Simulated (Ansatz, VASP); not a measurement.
# SnSe in VASP and in Ansatz

```xyz
4
Lattice="4.3156 0.0000 0.0000 0.0000 4.3156 0.0000 0.0000 0.0000 10.8149" Properties=species:S:1:pos:R:3 pbc="T T T"
Sn    2.1578    0.0000    4.0898
Sn    0.0000    2.1578    6.7251
Se    2.1578    0.0000    6.7245
Se    0.0000    2.1578    4.0904
```

Change from the starting cell: strain +0.030 along x and y, -0.015 along z, atoms carried along.

Alike in both runs: task single point; functional LDA; k mesh 6 × 6 × 4; occupations gaussian, width 0.05 eV; no spin polarisation.

|  | VASP | Ansatz |
| --- | --- | --- |
| version | VASP 6.6.1 | Ansatz 0.2.0 |
| potentials or method | VASP PAW LDA potentials, release 64 (Sn_d, Se), cutoff 520 eV | scalar-relativistic, plane waves, PAW |
| valence electrons in the cell | 40 | 60 |

|  | VASP | Ansatz | Ansatz less VASP |
| --- | --- | --- | --- |
| gap on the k mesh at the Fermi level (eV) | 1.41 | 1.43 | +0.015 |
| least direct gap on the mesh (eV) | 1.41 | 1.43 | +0.015 |
| rms of the force components (eV/Å) | 0.071 | 0.057 | -0.0145 |

LDA's correlation is that of Perdew and Zunger in VASP and of Perdew and Wang (1992) in Ansatz. Atom by atom the forces differ by 0.015 eV/Å (rms over components). VASP's potentials hold 40 valence electrons a cell and Ansatz's 60, so a difference there can come from the potentials and not from the codes.
